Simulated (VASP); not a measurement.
The system is Ca2H3.

```
Ca H
1.0
     3.22146    0.00000    0.00000
    -1.61073    2.78987    0.00000
     0.00000    0.00000    7.30158
Ca H
2 3
Direct
  0.00000 0.00000 0.81676
  0.00000 0.00000 0.18324
  0.50000 0.00000 0.00000
  0.00000 0.50000 0.00000
  0.50000 0.50000 0.00000
```

* Program: VASP 6.6.1
* Task: relaxation of cell and atoms
* Functional: PBE
* Potentials or basis: VASP PAW PBE potentials, release 64 (Ca_sv, H)
* Cutoff: 600 eV
* k mesh: 6 × 6 × 4
* Occupations: gaussian, width 0.1 eV
* Spin: no spin polarisation

At the start: pressure 22.7 GPa; volume 13.12 Å³/atom.

Problem. Where does the relaxation end?

Solution. Over 14 steps the energy falls by 505.0 meV/atom and the volume is 17.84 Å³/atom (+36.0 %); space group P6/mmm (No. 191, to 0.05 Å).

The path:
```
step  energy change (eV)  largest force (eV/Å)  pressure (GPa)  volume (Å³)
   1              0.0000                2.1906           22.71        65.62
   2             -1.9253                0.1307            4.04        84.80
   3             -2.0901                0.3384            0.59        92.17
   4             -2.1047                0.4995           -0.55        95.40
   5             -2.1042                0.5299           -0.76        96.07
   6             -2.2667                0.3049           -0.69        96.11
   7             -2.4622                0.2476           -0.39        95.70
   8             -2.4644                0.3881           -0.29        95.55
   9             -2.4648                0.3512           -0.32        95.60
  10             -2.4845                0.2794           -0.44        94.80
  11             -2.5190                0.0137           -0.71        92.35
  12             -2.5192                0.0514           -0.73        92.08
  13             -2.5250                0.0110            0.10        88.71
  14             -2.5252                0.0012           -0.04        89.22
```

Final structure:
```yaml
crystal:
  lattice:
    - [3.98302, 0.00000, 0.00000]
    - [-1.99151, 3.44940, 0.00000]
    - [0.00000, 0.00000, 6.49416]
  atoms:
    - { symbol: Ca, position: [0.00000, 0.00000, 0.78813] }
    - { symbol: Ca, position: [0.00000, 0.00000, 0.21187] }
    - { symbol: H, position: [0.50000, 0.00000, 0.00000] }
    - { symbol: H, position: [0.00000, 0.50000, 0.00000] }
    - { symbol: H, position: [0.50000, 0.50000, 0.00000] }
```

Caveat: the k points lie up to 0.30 Å⁻¹ apart in the final cell; the volume moved by over 15 % at a fixed basis, so the end points are rough.
